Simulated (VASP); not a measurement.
Li2IF: single point with PBE

The system is Li2IF.

```
F I Li
1.0
     1.82087    1.05128    5.52760
    -1.82087    1.05128    5.52760
     0.00000   -2.10256    5.52760
F I Li
1 1 2
Cartesian
  1.8209 1.0513 5.5276
  0.0000 0.0000 8.2914
  0.0000 0.0000 4.5106
  0.0000 0.0000 12.0722
```

This cell differs from its parent crystal: volume changed by -10%.

```yaml
Program: VASP 6.6.1
Task: single point
Functional: PBE
Potentials_or_basis: VASP PAW PBE potentials, release 64 (F, I, Li_sv)
Cutoff: 520 eV
k_mesh: 4 × 4 × 4
Occupations: gaussian, width 0.01 eV
Spin: no spin polarisation
```

```
Largest force          : 0.137 eV/Å
Band gap on the k mesh : 1.90 eV, direct
```

Forces in eV/Å, atoms in the order of the input:
```
F    0.000  0.000  0.000
I    0.000  0.000  0.000
Li   0.000  0.000  0.137
Li   0.000  0.000 -0.137
```

Levels at points of the mesh, in eV from the valence-band top:
| k point | band 7 | band 8 | band 9 | band 10 | band 11 | band 12 | band 13 | band 14 |
| --- | --- | --- | --- | --- | --- | --- | --- | --- |
| (0.00, 0.00, 0.00) | -4.56 | -2.60 | 0.00 | 0.00 | 1.90 | 5.91 | 6.93 | 6.93 |
| (0.50, 0.00, 0.00) | -4.78 | -4.57 | -2.94 | -1.38 | 4.39 | 5.27 | 5.39 | 6.26 |
| (0.50, 0.50, 0.00) | -4.82 | -3.89 | -2.22 | -1.27 | 3.40 | 4.55 | 5.76 | 7.05 |
| (0.50, 0.50, 0.50) | -4.48 | -4.01 | -0.04 | -0.04 | 3.66 | 6.04 | 7.01 | 7.68 |

Wall time 34 s on 1 thread of Intel(R) Xeon(R) Platinum 8488C (Sapphire Rapids), on a shared host, peak memory 0.31 GiB.

Caveat: the k points lie up to 0.51 Å⁻¹ apart; spin-orbit coupling is left out, which moves the levels of the heavy elements.
